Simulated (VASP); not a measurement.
Write the native input for VASP 6.6.1 that does the following.

```
Task                   : single point
Functional             : LDA
Potentials or basis    : VASP PAW LDA potentials, release 64 (Hf_pv, N)
Cutoff                 : 520 eV
k mesh                 : 10 × 10 × 10
Occupations            : methfessel-paxton, width 0.05 eV
Spin                   : no spin polarisation
Dipole correction      : no
Further INCAR settings : ALGO = Normal; EDIFF = 1e-07; NBANDS = 14
```

The structure of HfN lies in POSCAR:

```
HfN
1.0
    0.0000000000      2.4548220000      2.4548220000
    2.4548220000      0.0000000000      2.4548220000
    2.4548220000      2.4548220000      0.0000000000
Hf N
1 1
Direct
    0.0000000000      0.0000000000      0.0000000000
    0.7500000000      0.7500000000      0.7500000000
```

The input as run:

INCAR

```
PREC = Accurate ; ENCUT = 520
EDIFF = 1E-7 ; ISMEAR = 1
SIGMA = 0.05 ; LREAL = F
LASPH = T ; NELM = 100
ALGO = Normal ; ISIF = 2
LWAVE = F ; LCHARG = T
LELF = T ; LVHAR = T
NBANDS = 14
```

KPOINTS

```
regular mesh
0
Gamma
  10 10 10
```

Potentials or basis: VASP PAW LDA potentials, release 64 (Hf_pv, N).

The run is started by

```sh
$ cat potpaw_LDA.64/Hf_pv/POTCAR potpaw_LDA.64/N/POTCAR > POTCAR
$ mpirun -np 1 vasp_std > vasp.out
```

Results of the run:

The pressure is -9.9 GPa.

It took 13 s on 1 thread of Intel(R) Xeon(R) Platinum 8559C (Emerald Rapids), with other jobs on the host, peak memory 0.15 GiB.
